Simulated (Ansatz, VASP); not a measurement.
**Ir in VASP and in Ansatz**

```xyz
1
Lattice="0.0000 1.9201 1.9201 1.9201 0.0000 1.9201 1.9201 1.9201 0.0000" Properties=species:S:1:pos:R:3 pbc="T T T"
Ir    0.0000    0.0000    0.0000
```

Alike in both runs: functional PBE; dispersion D3(BJ); k mesh 18 × 18 × 18; occupations gaussian, width 0.1 eV; no spin polarisation.

Ansatz relaxed the structure, and its values are those at the end. VASP's run is a single point on that final structure, the one shown.

|  | VASP | Ansatz |
| --- | --- | --- |
| version | VASP 6.6.1 | Ansatz 0.2.0 |
| potentials or method | VASP PAW PBE potentials, release 64 (Ir), cutoff 500 eV | scalar-relativistic, plane waves, PAW |
| valence electrons in the cell | 9 | 17 |

```tsv
	VASP	Ansatz	Ansatz less VASP
gap on the k mesh at the Fermi level (eV)	none	none	-
pressure (GPa)	0.7	0.0	-0.67
```

A gap of «none» marks a metal or a gap that the smearing closes. VASP's potentials hold 9 valence electrons a cell and Ansatz's 17, so a difference there can come from the potentials and not from the codes.

Spin-orbit coupling is off throughout.
